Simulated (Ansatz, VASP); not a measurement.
# Sb in VASP and in Ansatz

File INCAR:

```
PREC = Accurate
ENCUT = 520
EDIFF = 1E-7
ISMEAR = -1
SIGMA = 0.1
LREAL = F
LASPH = T
NELM = 100
ALGO = Normal
ISIF = 2
LWAVE = F
LCHARG = F
GGA = CA
NBANDS = 12
```

KPOINTS

```
Automatic mesh
0
Gamma
  13 13 9
```

File POSCAR:

```
Sb
1.0
   -2.9831650487      2.9850967778      1.5937195316
    2.9850967778     -2.9831650487      1.5937195316
    3.0182096721      3.0182096721     -1.5901815661
Sb
2
Direct
    0.9999743445      0.0000256555      0.0000000000
    0.7500256555      0.2499743445      0.5000000000
```

Input for Ansatz:

```yaml
crystal:
  lattice:
    - [-2.9831650487, 2.9850967778, 1.5937195316]
    - [2.9850967778, -2.9831650487, 1.5937195316]
    - [3.0182096721, 3.0182096721, -1.5901815661]
  atoms:
    - { symbol: Sb, position: [0.9999743445, 2.56555e-05, 0.0] }
    - { symbol: Sb, position: [0.7500256555, 0.2499743445, 0.5] }
hamiltonian:
  xc: lda
  pseudopotentials:
    kind: paw
    azcp:
      Sb: "pseudopotentials/Sb.paw.azcp"
basis:
  ecutwfc: 420
  fft_grid_basis: typed
kpoints:
  mp_grid: { grid: [13, 13, 9], shift: [0, 0, 0] }
magnetization:
  spin_polarized: false
scf:
  occupations: { method: fermi_dirac, width: 0.1 }
  lower_state_search: "off"
output:
  stress: true
```

Alike in both runs: task single point; functional LDA; k mesh 13 × 13 × 9; occupations fermi-dirac, width 0.1 eV; no spin polarisation.

|  | VASP | Ansatz |
| --- | --- | --- |
| version | VASP 6.6.1 | Ansatz 0.2.0 |
| potentials or method | VASP PAW LDA potentials, release 64 (Sb), cutoff 520 eV | plane waves (420 eV) with PAW, scalar-relativistic |
| valence electrons in the cell | 10 | 30 |

```csv
,VASP,Ansatz,Ansatz less VASP
pressure (GPa),-2.1,-2.3,-0.16
"traceless stress, the component that is largest in VASP (GPa)",-0.50,-0.49,+0.013
```

Ansatz warns that its potentials were made for another functional, while VASP's fit it. LDA's correlation is that of Perdew and Zunger in VASP and of Perdew and Wang (1992) in Ansatz. VASP's potentials hold 10 valence electrons a cell and Ansatz's 30, so a difference there can come from the potentials and not from the codes.

Spin-orbit coupling is off throughout.
